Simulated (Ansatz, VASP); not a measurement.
## CsSnI3 in VASP and in Ansatz

INCAR

```
  ALGO = Normal
  EDIFF = 1E-6
  ENCUT = 520
  GGA = PE
  ISIF = 2
  ISMEAR = 0
  LASPH = True
  LCHARG = False
  LREAL = False
  LWAVE = False
  NBANDS = 30
  NELM = 80
  PREC = Accurate
  SIGMA = 0.02
```

Contents of KPOINTS:

```
k-points
0
Gamma
  6 6 6
```

POSCAR

```
CsSnI3
1.0
    6.2196984345      0.0000000000      0.0000000000
    0.0000000000      6.2196984345      0.0000000000
    0.0000000000      0.0000000000      6.2196984345
Cs Sn I
1 1 3
Direct
    0.0000000000      0.0000000000      0.0000000000
    0.5000000000      0.5000000000      0.5000000000
    0.0000000000      0.5000000000      0.5000000000
    0.5000000000      0.0000000000      0.5000000000
    0.5000000000      0.5000000000      0.0000000000
```

Input for Ansatz:

```yaml
crystal:
  lattice:
    - [6.2196984345, 0.0, 0.0]
    - [0.0, 6.2196984345, 0.0]
    - [0.0, 0.0, 6.2196984345]
  atoms:
    - { symbol: Cs, position: [0.0, 0.0, 0.0] }
    - { symbol: Sn, position: [0.5, 0.5, 0.5] }
    - { symbol: I, position: [0.0, 0.5, 0.5] }
    - { symbol: I, position: [0.5, 0.0, 0.5] }
    - { symbol: I, position: [0.5, 0.5, 0.0] }
basis:
  ecutwfc: 420
kpoints:
  mp_grid: { grid: [6, 6, 6] }
hamiltonian:
  xc: pbe
scf:
  occupations: { method: gaussian, width: 0.02 }
output:
  forces: true
  stress: true
  eigenvalues: true
```

Alike in both runs: task single point; functional PBE; k mesh 6 × 6 × 6; occupations gaussian, width 0.02 eV; no spin polarisation.

|  | VASP | Ansatz |
| --- | --- | --- |
| version | VASP 6.6.1 | Ansatz 0.2.0 |
| potentials or method | VASP PAW PBE potentials, release 64 (Cs_sv, Sn_d, I), cutoff 520 eV | scalar-relativistic, plane waves, PAW |
| valence electrons in the cell | 44 | 74 |

```csv
,VASP,Ansatz,Ansatz less VASP
gap on the k mesh at the Fermi level (eV),0.34,0.34,+0.006
least direct gap on the mesh (eV),0.34,0.34,+0.006
pressure (GPa),0.5,0.5,+0.01
```

VASP's potentials hold 44 valence electrons a cell and Ansatz's 74, so a difference there can come from the potentials and not from the codes.

Spin-orbit coupling is off throughout.
